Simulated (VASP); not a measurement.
Runs of VASP 6.6.1 on PbO. The structure is that of space group P4/nmm (No. 129), or close to it. The cells are those of the table. 

| cell | gap on the mesh (eV) | pressure (GPa) | largest force (eV/Å) |
| --- | --- | --- | --- |
| a = 4.094, b = 4.094, c = 4.947 Å, 4 atoms | 1.41 | 0.7 | 0.05 |
| a = 4.094, b = 4.094, c = 4.871 Å, 4 atoms | 1.42 | 1.8 | 0.28 |
| a = 4.034, b = 4.034, c = 5.022 Å, 4 atoms | (b) | (c) | 0.14 |
| a = 4.034, b = 4.034, c = 5.097 Å, 4 atoms | 1.31 | 1.1 | 0.10 |
| a = 4.034, b = 4.034, c = 5.173 Å, 4 atoms | (a) | 0.1 | 0.35 |

Alike in all rows: task single point; level PBE; potentials or basis VASP PAW PBE potentials, release 64 (Pb_d, O); no spin polarisation; k mesh 8 × 8 × 6; cutoff (eV) 520; smearing gaussian 0.05 eV.

Task: Estimate the missing entries.

Result: (a) 1.30; (b) 1.33; (c) 2.2.

Caveats: spin-orbit coupling is left out, which moves the levels of the heavy elements.

A k mesh can miss the band edges, and the runs leave out spin-orbit coupling on Pb.
